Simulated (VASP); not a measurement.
Wanted: the native input for a VASP 6.6.1 run.

```yaml
Task: single point
Functional: PBEsol
Potentials_or_basis: VASP PAW PBE potentials, release 64 (Ru_pv, S)
Cutoff: 520 eV
k_mesh: 4 × 4 × 4
Occupations: fermi-dirac, width 0.03 eV
Spin: no spin polarisation
Dipole_correction: no
Further_INCAR_settings: ALGO = Normal; EDIFF = 1e-07; NBANDS = 64
```

The structure of RuS2 lies in POSCAR:

```
RuS2
1.0
    5.5803771930      0.0000000000      0.0000000000
    0.0000000000      5.5803771930      0.0000000000
    0.0000000000      0.0000000000      5.5803771930
Ru S
4 8
Direct
    0.0000000000      0.5000000000      0.5000000000
    0.5000000000      0.5000000000      0.0000000000
    0.5000000000      0.0000000000      0.5000000000
    0.0000000000      0.0000000000      0.0000000000
    0.3862764236      0.1137235764      0.8862764236
    0.1137235764      0.8862764236      0.3862764236
    0.8862764236      0.3862764236      0.1137235764
    0.6137235764      0.6137235764      0.6137235764
    0.3862764236      0.3862764236      0.3862764236
    0.1137235764      0.6137235764      0.8862764236
    0.8862764236      0.1137235764      0.6137235764
    0.6137235764      0.8862764236      0.1137235764
```

The input as run:

INCAR

```
PREC     = Accurate       # precision mode
ENCUT    = 520            # plane-wave cutoff, eV
EDIFF    = 1E-7           # SCF threshold, eV
ISMEAR   = -1             # smearing method
SIGMA    = 0.03           # smearing width, eV
LREAL    = False          # projectors in reciprocal space
LASPH    = True           # aspherical terms in the spheres
NELM     = 80             # most SCF steps
ALGO     = Normal         # electronic algorithm
ISIF     = 2              # what is computed and relaxed
LWAVE    = False          # write WAVECAR
LCHARG   = False          # write CHGCAR
GGA      = PS             # functional
NBANDS   = 64             # bands
```

KPOINTS

```
regular mesh
0
Gamma
  4 4 4
```

Potentials or basis: VASP PAW PBE potentials, release 64 (Ru_pv, S).

Launch:

```bash
$ cat potpaw_PBE.64/Ru_pv/POTCAR potpaw_PBE.64/S/POTCAR > POTCAR
$ mpirun -np 1 vasp_std > vasp.out
```

Results of the run:

The pressure is 0.0 GPa, the largest force is 0.024 eV/Å and the band gap on the k mesh is 0.50 eV (least direct gap 0.75 eV).

Caveat: semilocal functionals underestimate gaps, and a narrow one can read as zero; the PAW data sets were made with another functional, which shifts forces and pressure a little.

It took 2.4 min on 1 thread of Intel(R) Xeon(R) Platinum 8488C (Sapphire Rapids), with other jobs on the host, peak memory 0.29 GiB.
